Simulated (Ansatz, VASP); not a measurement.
# SnO2: VASP beside Ansatz

```xyz
6
Lattice="4.8269 0.0000 0.0000 0.0000 4.8269 0.0000 0.0000 0.0000 3.2380" Properties=species:S:1:pos:R:3 pbc="T T T"
Sn    0.0000    0.0000    0.0000
Sn    2.4135    2.4135    1.6190
O     1.4798    1.4798    0.0000
O     0.9336    3.8933    1.6190
O     3.3471    3.3471    0.0000
O     3.8933    0.9336    1.6190
```

Alike in both runs: functional PBE; k mesh 4 × 4 × 6; occupations gaussian, width 0.05 eV; no spin polarisation.

Ansatz relaxed the structure, and its values are those at the end. VASP's run is a single point on that final structure, the one shown.

|  | VASP | Ansatz |
| --- | --- | --- |
| version | VASP 6.6.1 | Ansatz 0.2.0 |
| potentials or method | VASP PAW PBE potentials, release 64 (Sn_d, O), cutoff 520 eV | scalar-relativistic, plane waves, PAW |
| valence electrons in the cell | 52 | 52 |

VASP gave:

```
gap on the k mesh at the Fermi level (eV) : 0.67
least direct gap on the mesh (eV)         : 0.67
pressure (GPa)                            : 0.6
rms of the force components (eV/Å)        : 0.008
```

Problem. Estimate Ansatz's values.

Solution. gap on the k mesh at the Fermi level (eV): 0.68; least direct gap on the mesh (eV): 0.68; pressure (GPa): 0.0; rms of the force components (eV/Å): 0.000.

With one functional, cell and mesh, what is left measures potentials, basis and numerics.
